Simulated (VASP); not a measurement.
# TiSi2 (Fddd) in VASP: further runs

The runs below take TiSi2 through single point, with PBE.

All numbers are computed with VASP 6.6.1; they aren't measurements. Logs are shortened: lines on timing, memory, paths and dates and some standing lists are left out, and cuts for length are marked.

### 1 The cell of the first run

It takes space group Fddd (No. 70, orthorhombic). The conventional cell has a = 4.654 Å, b = 7.969 Å, c = 8.351 Å, α = 90.00°, β = 90.00°, γ = 90.00°. Ti (site symmetry 222) has 10 Si at 2.49 to 2.68 Å and 4 Ti at 3.11 Å within 3.3 Å. Within 3.3 Å of Si (site symmetry 2) lie 9 Si at 2.47 to 3.11 Å and 5 Ti at 2.49 to 2.68 Å.

### 2 Single point, PBE (volume scaled by 0.91, then relaxed in part)

INCAR

```
PREC     = Accurate       # precision mode
ENCUT    = 520            # plane-wave cutoff, eV
EDIFF    = 1E-6           # SCF threshold, eV
ISMEAR   = 0              # smearing method
SIGMA    = 0.1            # smearing width, eV
LREAL    = F              # projectors in reciprocal space
LASPH    = T              # aspherical terms in the spheres
NELM     = 60             # most SCF steps
ALGO     = Normal         # electronic algorithm
ISIF     = 2              # what is computed and relaxed
LWAVE    = F              # write WAVECAR
LCHARG   = F              # write CHGCAR
GGA      = PE             # functional
NBANDS   = 29             # bands
```

KPOINTS

```
Automatic mesh
0
Gamma
  10 10 10
```

POSCAR

```
TiSi2
1.0
    0.0000000000      3.9846433078      4.1752857109
    2.3268800481      0.0000000000      4.1752857109
    2.3268800481      3.9846433078      0.0000000000
Ti Si
2 4
Direct
    0.7500000000      0.7500000000      0.7500000000
    0.5000000000      0.5000000000      0.5000000000
    0.0863242233      0.4136757767      0.0863242233
    0.4136757767      0.0863242233      0.4136757767
    0.1636757767      0.8363242233      0.1636757767
    0.8363242233      0.1636757767      0.8363242233
```

Potentials or basis: VASP PAW PBE potentials, release 64 (Ti_sv, Si).

Command:

```console
$ cat potpaw_PBE.64/Ti_sv/POTCAR potpaw_PBE.64/Si/POTCAR > POTCAR
$ mpirun -np 1 vasp_std > vasp.out
```

OUTCAR:

```text
PREC = Accurate
   ENCUT = 520
   EDIFF = 1E-6
   ISMEAR = 0
   LREAL = F
   LASPH = T
   NELM = 60
   ISIF = 2
   GGA = PE

 ion  position               nearest neighbor table
   1  0.750  0.750  0.750-   6 2.49   5 2.49   6 2.49   5 2.49   4 2.67   4 2.67   3 2.67   3 2.67
                             3 2.68   4 2.68
   2  0.500  0.500  0.500-   3 2.49   4 2.49   3 2.49   4 2.49   5 2.67   5 2.67   6 2.67   6 2.67
                             5 2.68   6 2.68
   3  0.086  0.414  0.086-   5 2.47   5 2.47   2 2.49   2 2.49   4 2.61   1 2.67   1 2.67   1 2.68
                             4 2.70   4 2.70   6 3.11   6 3.11   6 3.11   6 3.11
   4  0.414  0.086  0.414-   6 2.47   6 2.47   2 2.49   2 2.49   3 2.61   1 2.67   1 2.67   1 2.68
                             3 2.70   3 2.70   5 3.11   5 3.11   5 3.11   5 3.11
   5  0.164  0.836  0.164-   3 2.47   3 2.47   1 2.49   1 2.49   6 2.61   2 2.67   2 2.67   2 2.68
                             6 2.70   6 2.70   4 3.11   4 3.11   4 3.11   4 3.11
   6  0.836  0.164  0.836-   4 2.47   4 2.47   1 2.49   1 2.49   5 2.61   2 2.67   2 2.67   2 2.68
                             5 2.70   5 2.70   3 3.11   3 3.11   3 3.11   3 3.11

  LATTYP: Found a face centered orthorhombic cell.
 ALAT       =     4.6537600962
 B/A-ratio  =     1.7124403602
 C/A-ratio  =     1.7943708419

  Lattice vectors:

 A1 = (   0.0000000000,   3.9846433078,   4.1752857109)
 A2 = (   2.3268800481,   0.0000000000,   4.1752857109)
 A3 = (   2.3268800481,   3.9846433078,   0.0000000000)

Analysis of symmetry for initial positions (statically):
=====================================================================
 Subroutine PRICEL returns:
 Original cell was already a primitive cell.

 Routine SETGRP: Setting up the symmetry group for a
 face centered orthorhombic supercell.

 Subroutine GETGRP returns: Found  8 space group operations
 (whereof  4 operations were pure point group operations)
 out of a pool of  8 trial point group operations.

The static configuration has the point symmetry D_2 .
 The point group associated with its full space group is D_2h.

Analysis of symmetry for dynamics (positions and initial velocities):
=====================================================================
 Subroutine PRICEL returns:
 Original cell was already a primitive cell.

 Routine SETGRP: Setting up the symmetry group for a
 face centered orthorhombic supercell.

 Subroutine GETGRP returns: Found  8 space group operations
 (whereof  4 operations were pure point group operations)
 out of a pool of  8 trial point group operations.

The dynamic configuration has the point symmetry D_2 .
 The point group associated with its full space group is D_2h.

 Subroutine INISYM returns: Found  8 space group operations
 (whereof  4 operations are pure point group operations),
 and found     1 'primitive' translations

----------------------------------------------------------------------------------------

                                     Primitive cell

  volume of cell :      77.4247

  direct lattice vectors                    reciprocal lattice vectors
     0.000000000  3.984643308  4.175285711    -0.214880007  0.125481746  0.119752284
     2.326880048  0.000000000  4.175285711     0.214880007 -0.125481746  0.119752284
     2.326880048  3.984643308  0.000000000     0.214880007  0.125481746 -0.119752284

  length of vectors
     5.771515664  4.779893464  4.614298760     0.276151580  0.276151580  0.276151580

  position of ions in fractional coordinates (direct lattice)
     0.750000000  0.750000000  0.750000000
     0.500000000  0.500000000  0.500000000
     0.086324223  0.413675777  0.086324223
     0.413675777  0.086324223  0.413675777
     0.163675777  0.836324223  0.163675777
     0.836324223  0.163675777  0.836324223

  ion indices of the primitive-cell ions
   primitive index   ion index
                 1           1
                 2           2
                 3           3
                 4           4
                 5           5
                 6           6

----------------------------------------------------------------------------------------

 KPOINTS: Automatic mesh

Automatic generation of k-mesh.
 Grid dimensions read from file:
 generate k-points for:   10   10   10

 Generating k-lattice:

  Cartesian coordinates                     Fractional coordinates (reciprocal lattice)
    -0.021488001  0.012548175  0.011975228     0.100000000  0.000000000  0.000000000
     0.021488001 -0.012548175  0.011975228     0.000000000  0.100000000 -0.000000000
     0.021488001  0.012548175 -0.011975228     0.000000000 -0.000000000  0.100000000

  Length of vectors
     0.027615158  0.027615158  0.027615158

  Shift w.r.t. Gamma in fractional coordinates (k-lattice)
     0.000000000  0.000000000  0.000000000

 Subroutine IBZKPT returns following result:
 ===========================================

 Found    171 irreducible k-points:

 Following reciprocal coordinates:
            Coordinates               Weight
  0.000000  0.000000  0.000000      1.000000
  0.100000  0.000000  0.000000      8.000000
  0.200000  0.000000  0.000000      8.000000
  0.300000  0.000000  0.000000      8.000000
  0.400000  0.000000  0.000000      8.000000
  0.500000  0.000000  0.000000      4.000000
[... 16 lines left out ...]
  0.300000  0.300000  0.000000      2.000000
  0.400000  0.300000  0.000000      8.000000
 [... further k-points ...]
   k-points           NKPTS =    171   k-points in BZ     NKDIM =    171   number of bands    NBANDS=     29
   number of dos      NEDOS =    301   number of ions     NIONS =      6
   total plane-waves  NPLWV =  62208
   dimension x,y,z NGX =    48 NGY =   36 NGZ =   36
   dimension x,y,z NGXF=    96 NGYF=   72 NGZF=   72
   ions per type =               2   4
   NGX,Y,Z   is equivalent  to a cutoff of  13.83, 12.52, 12.97 a.u.
   NGXF,Y,Z  is equivalent  to a cutoff of  27.65, 25.04, 25.94 a.u.
 SYSTEM =  unknown system
   PREC   = accura    normal or accurate (medium, high low for compatibility)
   ISTART =      0    job   : 0-new  1-cont  2-samecut
   ICHARG =      2    charge: 1-file 2-atom 10-const
   ISPIN  =      1    spin polarized calculation?
   LNONCOLLINEAR =      F non collinear calculations
   LSORBIT =      F    spin-orbit coupling
   LASPH  =      T    aspherical Exc in radial PAW
   ENCUT  =  520.0 eV  38.22 Ry    6.18 a.u.  10.73  8.89  8.58*2*pi/ulx,y,z
   NELM   =     60;   NELMIN=  2; NELMDL= -5     # of ELM steps
   EDIFF  = 0.1E-05   stopping-criterion for ELM
   LREAL  =      F    real-space projection
   EDIFFG = 0.1E-04   stopping-criterion for IOM
   NSW    =      0    number of steps for IOM
   IBRION =     -1    ionic relax: 0-MD 1-quasi-New 2-CG
   NFREE  =      0    steps in history (QN), initial steepest desc. (CG)
   ISIF   =      2    stress and relaxation
   ISYM   =      2    0-nonsym 1-usesym 2-fastsym
   POTIM  = 0.5000    time-step for ionic-motion
   TEBEG  =    0.0;   TEEND  =   0.0 temperature during run
   PSTRESS=    0.0 pullay stress
   NELECT =      40.0000    total number of electrons
   NUPDOWN=      -1.0000    fix difference up-down
   EMIN   =  10.00;   EMAX   =-10.00  energy-range for DOS
   EFERMI =   0.00;   METHOD = LEGACY
   ISMEAR =     0;   SIGMA  =   0.10  broadening in eV -4-tet -1-fermi 0-gaus
   EFERMI_NEDOS =   21; number of points for ismear=-14 and -15
   IALGO  =     38    algorithm
   IMIX   =      4    mixing-type and parameters
     AMIX     =   0.40;   BMIX     =  1.00
     AMIX_MAG =   1.60;   BMIX_MAG =  1.00
  volume/ion in A,a.u.               =      12.90        87.08
  Fermi-wavevector in a.u.,A,eV,Ry     =   1.313616  2.482373 23.478020  1.725586
  Thomas-Fermi vector in A             =   2.443926
   LORBIT       =      0    0 simple, 1 ext, 2 COOP (PROOUT), +10 PAW based schemes
   GGA     = PE    functional components
   LHFCALC =     F    Hartree Fock is set to
   AEXX    =    0.0000 exact exchange contribution
   IVDW    =     0    specifies the selected vdW correction
   LEPSILON=     F    determine dielectric tensor
   LRPA    =     F    only Hartree local field effects (RPA)
 non-spin polarized calculation
 Gauss-broadening in eV      SIGMA  =   0.10
  energy-cutoff  :      520.00
  volume of cell :       77.42
 maximum number of plane-waves:      2108
 NGX is ok and might be reduce to    48
   NGX = 21   NGY = 17   NGZ = 17

 number of electron      39.9999997 magnetization

 Free energy of the ion-electron system (eV)
  ---------------------------------------------------
  ext. energy  EPLUGINS =         0.00000000
  ---------------------------------------------------
  free energy    TOTEN  =       -40.35565865 eV

  energy without entropy =      -40.34520500  energy(sigma->0) =      -40.35043183

 E-fermi :  11.1897     XC(G=0): -12.0997

 val. band max:       11.1648620806   @ k =  -0.2000   0.3000   0.2000
 cond. band min:      11.1982236804   @ k =   0.4000   0.0000   0.3000
 fundamental gap:      0.0333615998
 Fermi energy:        11.1896775220

 k-point     1 :       0.0000    0.0000    0.0000
  band No.  band energies     occupation
      1     -44.8065      2.00000
      2     -44.7651      2.00000
      3     -21.2559      2.00000
      4     -21.2117      2.00000
      5     -21.1275      2.00000
      6     -21.1085      2.00000
[... 21 lines left out ...]
     28      15.3725      0.00000
     29      15.4266      0.00000

 k-point     2 :       0.1000    0.0000    0.0000
  band No.  band energies     occupation
      1     -44.8057      2.00000
      2     -44.7659      2.00000
      3     -21.2550      2.00000
      4     -21.2119      2.00000
      5     -21.1309      2.00000
      6     -21.1086      2.00000
[... 21 lines left out ...]
     28      15.2509      0.00000
     29      15.3407      0.00000

 k-point     3 :       0.2000    0.0000    0.0000
  band No.  band energies     occupation
      1     -44.8035      2.00000
      2     -44.7680      2.00000
      3     -21.2534      2.00000
      4     -21.2117      2.00000
      5     -21.1405      2.00000
      6     -21.1080      2.00000
[... 638 lines left out ...]
      5     -21.1584      2.00000
      6     -21.1240      2.00000
[... 21 lines left out ...]
     28      15.4239      0.00000
     29      15.7942      0.00000

 k-point    24 :       0.4000    0.3000    0.0000
  band No.  band energies     occupation
      1     -44.7948      2.00000
      2     -44.7765      2.00000
      3     -21.2215      2.00000
      4     -21.1960      2.00000
      5     -21.1705      2.00000
      6     -21.1315      2.00000
[... 21 lines left out ...]
     28      15.6020      0.00000
     29      15.6942      0.00000

 [... further k-points ...]

------------------------ aborting loop because EDIFF is reached ----------------------------------------

  FORCE on cell =-STRESS in cart. coord.  units (eV):
  Direction    XX          YY          ZZ          XY          YZ          ZX
  --------------------------------------------------------------------------------------
  -------------------------------------------------------------------------------------
  Total        7.7877234      7.7780632      7.7706720      0.0000000      0.0000000      0.0000000
  in kB      161.1541380    160.9542343    160.8012863      0.0000000      0.0000000      0.0000000
  external PRESSURE =     160.9698862 kB  Pullay stress =       0.0000000 kB

 VOLUME and BASIS-vectors are now :
 -----------------------------------------------------------------------------
  energy-cutoff  :      520.00
  volume of cell :       77.42
      direct lattice vectors                 reciprocal lattice vectors
     0.000000000  3.984643308  4.175285711    -0.214880007  0.125481746  0.119752284
     2.326880048  0.000000000  4.175285711     0.214880007 -0.125481746  0.119752284
     2.326880048  3.984643308  0.000000000     0.214880007  0.125481746 -0.119752284

 POSITION                                       TOTAL-FORCE (eV/Angst)
 -----------------------------------------------------------------------------------
      3.49032      5.97696      6.26293        -0.000000     -0.000000      0.000000
      2.32688      3.98464      4.17529         0.000000      0.000000      0.000000
      1.16344      0.68794      2.08764         0.000000     -0.001629      0.000000
      1.16344      3.29670      2.08764         0.000000      0.001629      0.000000
      2.32688      1.30438      4.17529        -0.000000      0.001629     -0.000000
      2.32688      6.66491      4.17529        -0.000000     -0.001629     -0.000000
 -----------------------------------------------------------------------------------
    total drift:                               -0.000000     -0.000000     -0.000000

  FREE ENERGIE OF THE ION-ELECTRON SYSTEM (eV)
  ---------------------------------------------------
  free  energy   TOTEN  =       -40.3556586469 eV

  energy  without entropy=      -40.3452050046  energy(sigma->0) =      -40.35043183
```

Wall time 12 min (1 thread of Intel Xeon 8259CL, shared host); peak memory 0.46 GiB.

What came out:

```yaml
Free_energy: -40.3557 eV
Pressure: 16.1 GPa
Band_gap_on_the_k_mesh: zero (band 20 reaches 11.94 eV, above the bottom of band 21 at 9.92 eV)
```

Levels at points of the mesh, in eV from the Fermi level:
| k point | band 18 | band 19 | band 20 | band 21 | band 22 | band 23 |
| --- | --- | --- | --- | --- | --- | --- |
| (0.00, 0.00, 0.00) | -2.02 | -1.78 | -1.38 | -1.01 | 2.26 | 3.44 |
| (0.50, 0.00, 0.00) | -1.14 | -0.07 | 0.15 | 1.13 | 1.51 | 1.85 |
| (0.50, 0.50, 0.00) | -1.56 | -1.08 | -1.08 | 0.75 | 0.75 | 3.55 |
| (0.50, 0.00, 0.50) | -2.45 | -0.90 | -0.90 | 1.42 | 1.42 | 3.71 |
| (0.00, 0.50, 0.50) | -1.21 | -0.65 | -0.65 | 0.89 | 0.89 | 2.56 |

Caveat: the cell differs from its parent crystal (volume scaled by 0.91, then relaxed in part).

### 3 Single point, PBE

This run uses another cell than the first one, of 13.96 Å³/atom, 1.082 times its volume.

INCAR

```
PREC = Accurate
ENCUT = 520
EDIFF = 1E-6
ISMEAR = 0
SIGMA = 0.1
LREAL = F
LASPH = T
NELM = 80
ALGO = Normal
ISIF = 2
LWAVE = F
LCHARG = F
GGA = PE
NBANDS = 29
```

KPOINTS is that of step 2.

POSCAR

```
TiSi2
1.0
    0.0000000000      4.1180000000      4.2615000000
    2.3865000000      0.0000000000      4.2615000000
    2.3865000000      4.1180000000      0.0000000000
Ti Si
2 4
Direct
    0.7500000000      0.7500000000      0.7500000000
    0.5000000000      0.5000000000      0.5000000000
    0.0830000000      0.4170000000      0.0830000000
    0.4170000000      0.0830000000      0.4170000000
    0.1670000000      0.8330000000      0.1670000000
    0.8330000000      0.1670000000      0.8330000000
```

Potentials or basis: VASP PAW PBE potentials, release 64 (Ti_sv, Si).

Command:

```console
$ cat potpaw_PBE.64/Ti_sv/POTCAR potpaw_PBE.64/Si/POTCAR > POTCAR
$ mpirun -np 1 vasp_std > vasp.out
```

OUTCAR:

```text
PREC = Accurate
   ENCUT = 520
   EDIFF = 1E-6
   ISMEAR = 0
   LREAL = F
   LASPH = T
   NELM = 80
   ISIF = 2
   GGA = PE

 ion  position               nearest neighbor table
   1  0.750  0.750  0.750-   6 2.54   5 2.54   6 2.54   5 2.54   3 2.74   4 2.74   4 2.75   4 2.75
                             3 2.75   3 2.75
   2  0.500  0.500  0.500-   3 2.54   4 2.54   3 2.54   4 2.54   5 2.74   6 2.74   5 2.75   5 2.75
                             6 2.75   6 2.75
   3  0.083  0.417  0.083-   2 2.54   2 2.54   5 2.54   5 2.54   1 2.74   4 2.75   4 2.75   4 2.75
                             1 2.75   1 2.75
[... 986 lines left out ...]
  Total        1.5615542      0.9048912      1.0941648      0.0000000      0.0000000      0.0000000
  in kB       29.8694608     17.3087894     20.9292198      0.0000000      0.0000000      0.0000000
  external PRESSURE =      22.7024900 kB  Pullay stress =       0.0000000 kB

 VOLUME and BASIS-vectors are now :
 -----------------------------------------------------------------------------
  energy-cutoff  :      520.00
  volume of cell :       83.76
      direct lattice vectors                 reciprocal lattice vectors
     0.000000000  4.118000000  4.261500000    -0.209511837  0.121418164  0.117329579
     2.386500000  0.000000000  4.261500000     0.209511837 -0.121418164  0.117329579
     2.386500000  4.118000000  0.000000000     0.209511837  0.121418164 -0.117329579

 POSITION                                       TOTAL-FORCE (eV/Angst)
 -----------------------------------------------------------------------------------
      3.57975      6.17700      6.39225        -0.000000     -0.000000     -0.000000
      2.38650      4.11800      4.26150         0.000000     -0.000000      0.000000
      1.19325      0.68359      2.13075        -0.000000      0.201867      0.000000
      1.19325      3.43441      2.13075        -0.000000     -0.201867      0.000000
      2.38650      1.37541      4.26150        -0.000000     -0.201867     -0.000000
      2.38650      6.86059      4.26150        -0.000000      0.201867     -0.000000
 -----------------------------------------------------------------------------------
    total drift:                               -0.000000     -0.000000      0.000000

  FREE ENERGIE OF THE ION-ELECTRON SYSTEM (eV)
  ---------------------------------------------------
  free  energy   TOTEN  =       -40.6873192549 eV

  energy  without entropy=      -40.6772315861  energy(sigma->0) =      -40.68227542
```

OSZICAR:

```text
N       E                     dE             d eps       ncg     rms          rms(c)
DAV:   1     0.389825045448E+03    0.38983E+03   -0.18760E+04  9926   0.147E+03
DAV:   2     0.196761686828E+01   -0.38786E+03   -0.37722E+03  9973   0.430E+02
DAV:   3    -0.406643921824E+02   -0.42632E+02   -0.41772E+02 16536   0.120E+02
DAV:   4    -0.440305649092E+02   -0.33662E+01   -0.33480E+01 14119   0.300E+01
DAV:   5    -0.442304720218E+02   -0.19991E+00   -0.19985E+00 15092   0.626E+00    0.187E+01
DAV:   6    -0.413237385640E+02    0.29067E+01   -0.31730E+01 14067   0.401E+01    0.694E+00
DAV:   7    -0.407666806368E+02    0.55706E+00   -0.61114E+00 13450   0.184E+01    0.524E+00
DAV:   8    -0.407021493843E+02    0.64531E-01   -0.77316E-01 13616   0.691E+00    0.130E+00
DAV:   9    -0.406865127738E+02    0.15637E-01   -0.14547E-01 13515   0.318E+00    0.512E-01
DAV:  10    -0.406876024723E+02   -0.10897E-02   -0.62931E-03 13313   0.586E-01    0.235E-01
DAV:  11    -0.406874725927E+02    0.12988E-03   -0.55154E-03 15195   0.555E-01    0.158E-01
DAV:  12    -0.406873201292E+02    0.15246E-03   -0.11556E-03 13693   0.266E-01    0.147E-02
DAV:  13    -0.406873197400E+02    0.38922E-06   -0.26799E-05 12573   0.443E-02    0.146E-02
DAV:  14    -0.406873192549E+02    0.48514E-06   -0.23145E-06 12186   0.128E-02
   1 F= -.40687319E+02 E0= -.40682275E+02  d E =-.100877E-01
```

Wall time 13 min (1 thread of Intel Xeon 8259CL, shared host); peak memory 0.48 GiB.

Results:

* Free energy: -40.6873 eV
* Pressure: 2.3 GPa
* Largest force: 0.202 eV/Å
* Band gap on the k mesh: zero (band 20 reaches 10.92 eV, above the bottom of band 21 at 9.06 eV)

Forces on the atoms (eV/Å):
```
Ti   0.000  0.000  0.000
Ti   0.000  0.000  0.000
Si   0.000  0.202  0.000
Si   0.000 -0.202  0.000
Si   0.000 -0.202  0.000
Si   0.000  0.202  0.000
```
